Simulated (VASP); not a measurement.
Here is a VASP 6.6.1 calculation.

The input INCAR:

```
SYSTEM = BaTiO3
  PREC = Accurate
  ENCUT = 520
  EDIFF = 1E-7
  ISMEAR = -1
  SIGMA = 0.05
  LREAL = .FALSE.
  LASPH = .TRUE.
  NELM = 100
  ALGO = Normal
  ISIF = 2
  LWAVE = .FALSE.
  LCHARG = .FALSE.
  NBANDS = 28
```

KPOINTS

```
regular mesh
0
G
  8 8 8
  0 0 0
```

POSCAR

```
BaTiO3
1.0
    4.0073000000      0.0000000000      0.0000000000
    0.0000000000      4.0073000000      0.0000000000
    0.0000000000      0.0000000000      4.0473730000
Ba Ti O
1 1 3
Direct
    0.5000000000      0.5000000000      0.5000000000
    0.0000000000      0.0000000000      0.0000000000
    0.5000000000      0.0000000000      0.0000000000
    0.0000000000      0.5000000000      0.0000000000
    0.0000000000      0.0000000000      0.5000000000
```

Potentials or basis: VASP PAW LDA potentials, release 64 (Ba_sv, Ti_sv, O).

Launch:

```sh
$ cat potpaw_LDA.64/Ba_sv/POTCAR potpaw_LDA.64/Ti_sv/POTCAR potpaw_LDA.64/O/POTCAR > POTCAR
$ mpirun -np 1 vasp_std > vasp.out
```

(1) Estimate the pressure.

(2) What does it give for the band gap on the k mesh?

Answers

(1) -9.0 GPa.

(2) 1.61 eV (least direct gap 1.78 eV).

Caveat: the cell differs from its parent crystal (zz strain of +1 %); the cell stands under tension; spin-orbit coupling is left out, which moves the levels of the heavy elements.
